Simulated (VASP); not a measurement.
# Ir (Fm-3m) in VASP: notebook, part 2 of 2

VASP 6.6.1.

## (3) Single point, LDA

INCAR reads:

```
SYSTEM = Ir
ALGO = Normal ; EDIFF = 1E-7
ENCUT = 520 ; GGA = CA
ISIF = 2 ; ISMEAR = 1
LASPH = .TRUE. ; LCHARG = .FALSE.
LREAL = .FALSE. ; LWAVE = .FALSE.
NBANDS = 10 ; NELM = 60
PREC = Accurate ; SIGMA = 0.03
```

KPOINTS reads:

```
k-points
0
G
  14 14 14
  0 0 0
```

POSCAR reads:

```
Ir
1.0
    0.0000000000      1.9060927672      1.9060927672
    1.9060927672      0.0000000000      1.9060927672
    1.9060927672      1.9060927672      0.0000000000
Ir
1
Direct
    0.0000000000      0.0000000000      0.0000000000
```

Potentials or basis: VASP PAW LDA potentials, release 64 (Ir).

Launch:

```bash
$ cat potpaw_LDA.64/Ir/POTCAR > POTCAR
$ mpirun -np 1 vasp_std > vasp.out
```

OUTCAR:

```text
SYSTEM = Ir
   EDIFF = 1E-7
   ENCUT = 520
   GGA = CA
   ISIF = 2
   ISMEAR = 1
   LASPH = .TRUE.
   LREAL = .FALSE.
   NELM = 60
   PREC = Accurate

 ion  position               nearest neighbor table
   1  0.000  0.000  0.000-

  LATTYP: Found a face centered cubic cell.
 ALAT       =     3.8121855344

  Lattice vectors:

 A1 = (   0.0000000000,   1.9060927672,   1.9060927672)
 A2 = (   1.9060927672,   0.0000000000,   1.9060927672)
 A3 = (   1.9060927672,   1.9060927672,   0.0000000000)

Analysis of symmetry for initial positions (statically):
=====================================================================
 Subroutine PRICEL returns:
 Original cell was already a primitive cell.

 Routine SETGRP: Setting up the symmetry group for a
 face centered cubic supercell.

 Subroutine GETGRP returns: Found 48 space group operations
 (whereof 48 operations were pure point group operations)
 out of a pool of 48 trial point group operations.

The static configuration has the point symmetry O_h .

Analysis of symmetry for dynamics (positions and initial velocities):
=====================================================================
 Subroutine PRICEL returns:
 Original cell was already a primitive cell.

 Routine SETGRP: Setting up the symmetry group for a
 face centered cubic supercell.

 Subroutine GETGRP returns: Found 48 space group operations
 (whereof 48 operations were pure point group operations)
 out of a pool of 48 trial point group operations.

The dynamic configuration has the point symmetry O_h .

 Subroutine INISYM returns: Found 48 space group operations
 (whereof 48 operations are pure point group operations),
 and found     1 'primitive' translations

----------------------------------------------------------------------------------------

                                     Primitive cell

  volume of cell :      13.8504

  direct lattice vectors                    reciprocal lattice vectors
     0.000000000  1.906092767  1.906092767    -0.262316719  0.262316719  0.262316719
     1.906092767  0.000000000  1.906092767     0.262316719 -0.262316719  0.262316719
     1.906092767  1.906092767  0.000000000     0.262316719  0.262316719 -0.262316719

  length of vectors
     2.695622243  2.695622243  2.695622243     0.454345884  0.454345884  0.454345884

  position of ions in fractional coordinates (direct lattice)
     0.000000000  0.000000000  0.000000000

  ion indices of the primitive-cell ions
   primitive index   ion index
                 1           1

----------------------------------------------------------------------------------------

 KPOINTS: k-points

Automatic generation of k-mesh.
 Grid dimensions read from file:
 generate k-points for:   14   14   14

 Generating k-lattice:

  Cartesian coordinates                     Fractional coordinates (reciprocal lattice)
    -0.018736908  0.018736908  0.018736908     0.071428571  0.000000000  0.000000000
     0.018736908 -0.018736908  0.018736908     0.000000000  0.071428571  0.000000000
     0.018736908  0.018736908 -0.018736908     0.000000000  0.000000000  0.071428571

  Length of vectors
     0.032453277  0.032453277  0.032453277

  Shift w.r.t. Gamma in fractional coordinates (k-lattice)
     0.000000000  0.000000000  0.000000000

 Subroutine IBZKPT returns following result:
 ===========================================

 Found    104 irreducible k-points:

 Following reciprocal coordinates:
            Coordinates               Weight
  0.000000  0.000000  0.000000      1.000000
  0.071429  0.000000  0.000000      8.000000
  0.142857  0.000000  0.000000      8.000000
  0.214286  0.000000  0.000000      8.000000
  0.285714  0.000000  0.000000      8.000000
  0.357143  0.000000  0.000000      8.000000
[... 16 lines left out ...]
  0.214286  0.142857  0.000000     24.000000
  0.285714  0.142857  0.000000     24.000000
 [... further k-points ...]
   k-points           NKPTS =    104   k-points in BZ     NKDIM =    104   number of bands    NBANDS=     10
   number of dos      NEDOS =    301   number of ions     NIONS =      1
   total plane-waves  NPLWV =   8000
   dimension x,y,z NGX =    20 NGY =   20 NGZ =   20
   dimension x,y,z NGXF=    40 NGYF=   40 NGZF=   40
   ions per type =               1
   NGX,Y,Z   is equivalent  to a cutoff of  12.33, 12.33, 12.33 a.u.
   NGXF,Y,Z  is equivalent  to a cutoff of  24.67, 24.67, 24.67 a.u.
 SYSTEM =  Ir
   PREC   = accura    normal or accurate (medium, high low for compatibility)
   ISTART =      0    job   : 0-new  1-cont  2-samecut
   ICHARG =      2    charge: 1-file 2-atom 10-const
   ISPIN  =      1    spin polarized calculation?
   LNONCOLLINEAR =      F non collinear calculations
   LSORBIT =      F    spin-orbit coupling
   LASPH  =      T    aspherical Exc in radial PAW
   ENCUT  =  520.0 eV  38.22 Ry    6.18 a.u.   5.01  5.01  5.01*2*pi/ulx,y,z
   NELM   =     60;   NELMIN=  2; NELMDL= -5     # of ELM steps
   EDIFF  = 0.1E-06   stopping-criterion for ELM
   LREAL  =      F    real-space projection
   EDIFFG = 0.1E-05   stopping-criterion for IOM
   NSW    =      0    number of steps for IOM
   IBRION =     -1    ionic relax: 0-MD 1-quasi-New 2-CG
   NFREE  =      0    steps in history (QN), initial steepest desc. (CG)
   ISIF   =      2    stress and relaxation
   ISYM   =      2    0-nonsym 1-usesym 2-fastsym
   POTIM  = 0.5000    time-step for ionic-motion
   TEBEG  =    0.0;   TEEND  =   0.0 temperature during run
   PSTRESS=    0.0 pullay stress
   NELECT =       9.0000    total number of electrons
   NUPDOWN=      -1.0000    fix difference up-down
   EMIN   =  10.00;   EMAX   =-10.00  energy-range for DOS
   EFERMI =   0.00;   METHOD = LEGACY
   ISMEAR =     1;   SIGMA  =   0.03  broadening in eV -4-tet -1-fermi 0-gaus
   EFERMI_NEDOS =   21; number of points for ismear=-14 and -15
   IALGO  =     38    algorithm
   IMIX   =      4    mixing-type and parameters
     AMIX     =   0.40;   BMIX     =  1.00
     AMIX_MAG =   1.60;   BMIX_MAG =  1.00
  volume/ion in A,a.u.               =      13.85        93.47
  Fermi-wavevector in a.u.,A,eV,Ry     =   1.417974  2.679583 27.356562  2.010651
  Thomas-Fermi vector in A             =   2.539148
   LORBIT       =      0    0 simple, 1 ext, 2 COOP (PROOUT), +10 PAW based schemes
   GGA     = CA    functional components
   LHFCALC =     F    Hartree Fock is set to
   AEXX    =    0.0000 exact exchange contribution
   IVDW    =     0    specifies the selected vdW correction
   LEPSILON=     F    determine dielectric tensor
   LRPA    =     F    only Hartree local field effects (RPA)
 non-spin polarized calculation
 Methfessel and Paxton  Order N= 1 SIGMA  =   0.03
  energy-cutoff  :      520.00
  volume of cell :       13.85
 maximum number of plane-waves:       388
   NGX =  9   NGY =  9   NGZ =  9

 number of electron       9.0000001 magnetization

 Free energy of the ion-electron system (eV)
  ---------------------------------------------------
  ext. energy  EPLUGINS =         0.00000000
  ---------------------------------------------------
  free energy    TOTEN  =       -10.31258730 eV

  energy without entropy =      -10.31231746  energy(sigma->0) =      -10.31249735

 E-fermi :  10.5699     XC(G=0): -14.2624

 val. band max:       10.5679521850   @ k =   0.4286   0.3571   0.0714
 cond. band min:      10.5722814162   @ k =   0.3571   0.3571   0.0000
 fundamental gap:      0.0043292312
 Fermi energy:        10.5698760259

 k-point     1 :       0.0000    0.0000    0.0000
  band No.  band energies     occupation
      1      -0.6470      2.00000
      2       6.6421      2.00000
      3       6.6421      2.00000
      4       6.6421      2.00000
      5       9.4604      2.00000
      6       9.4604      2.00000
      7      24.9874      0.00000
      8      30.6532      0.00000
      9      30.6532      0.00000
     10      30.6532      0.00000

 k-point     2 :       0.0714    0.0000    0.0000
  band No.  band energies     occupation
      1      -0.4152      2.00000
      2       6.5192      2.00000
      3       6.7428      2.00000
      4       6.7428      2.00000
      5       9.3952      2.00000
      6       9.3952      2.00000
      7      25.3911      0.00000
      8      29.5286      0.00000
      9      31.0400      0.00000
     10      31.0400      0.00000
[... 274 lines left out ...]
 k-point    24 :       0.2857    0.1429    0.0000
  band No.  band energies     occupation
      1       2.1483      2.00000
      2       5.2605      2.00000
      3       7.0377      2.00000
      4       7.8035      2.00000
      5       9.2037      2.00000
      6      10.4377      2.00000
      7      25.7609      0.00000
      8      28.6868      0.00000
      9      30.9189      0.00000
     10      31.8583      0.00000

 [... further k-points ...]
[... 5 lines left out ...]
  --------------------------------------------------------------------------------------
  -------------------------------------------------------------------------------------
  Total        0.2099964      0.2099964      0.2099964      0.0000000     -0.0000000     -0.0000000
  in kB       24.2918325     24.2918325     24.2918325      0.0000000     -0.0000000     -0.0000000
  external PRESSURE =      24.2918325 kB  Pullay stress =       0.0000000 kB

 VOLUME and BASIS-vectors are now :
 -----------------------------------------------------------------------------
  energy-cutoff  :      520.00
  volume of cell :       13.85
      direct lattice vectors                 reciprocal lattice vectors
     0.000000000  1.906092767  1.906092767    -0.262316719  0.262316719  0.262316719
     1.906092767  0.000000000  1.906092767     0.262316719 -0.262316719  0.262316719
     1.906092767  1.906092767  0.000000000     0.262316719  0.262316719 -0.262316719

 POSITION                                       TOTAL-FORCE (eV/Angst)
 -----------------------------------------------------------------------------------
      0.00000      0.00000      0.00000         0.000000      0.000000      0.000000
 -----------------------------------------------------------------------------------
    total drift:                                0.000000      0.000000     -0.000000

  FREE ENERGIE OF THE ION-ELECTRON SYSTEM (eV)
  ---------------------------------------------------
  free  energy   TOTEN  =       -10.3125872963 eV

  energy  without entropy=      -10.3123174599  energy(sigma->0) =      -10.31249735
```

OSZICAR:

```text
N       E                     dE             d eps       ncg     rms          rms(c)
DAV:   1     0.466243278011E+02    0.46624E+02   -0.42887E+03  2096   0.825E+02
DAV:   2    -0.100410145739E+02   -0.56665E+02   -0.53957E+02  2128   0.199E+02
DAV:   3    -0.109198079762E+02   -0.87879E+00   -0.87162E+00  2492   0.302E+01
DAV:   4    -0.109283192382E+02   -0.85113E-02   -0.85096E-02  2390   0.268E+00
DAV:   5    -0.109285039538E+02   -0.18472E-03   -0.18471E-03  2354   0.378E-01    0.166E+01
DAV:   6    -0.104144053576E+02    0.51410E+00   -0.88803E-01  2346   0.117E+01    0.663E+00
DAV:   7    -0.103200938325E+02    0.94312E-01   -0.25899E-01  2564   0.570E+00    0.154E+00
DAV:   8    -0.103193498965E+02    0.74394E-03   -0.16682E-03  2246   0.388E-01    0.145E+00
DAV:   9    -0.103126456729E+02    0.67042E-02   -0.34136E-03  2300   0.888E-01    0.885E-02
DAV:  10    -0.103125856601E+02    0.60013E-04   -0.43766E-05  3010   0.876E-02    0.386E-02
DAV:  11    -0.103125873034E+02   -0.16432E-05   -0.26644E-06  2282   0.165E-02    0.542E-03
DAV:  12    -0.103125872963E+02    0.71126E-08   -0.39763E-08  1576   0.250E-03
   1 F= -.10312587E+02 E0= -.10312497E+02  d E =-.269836E-03
```

It took 10 s on 1 thread of Intel Xeon 6975P-C, shared host; peak memory 0.13 GiB.

What came out:

| Quantity | Value |
| --- | --- |
| Free energy | -10.3126 eV |
| Pressure | 2.4 GPa |

Caveat: spin-orbit coupling is left out, which moves the levels of the heavy elements.
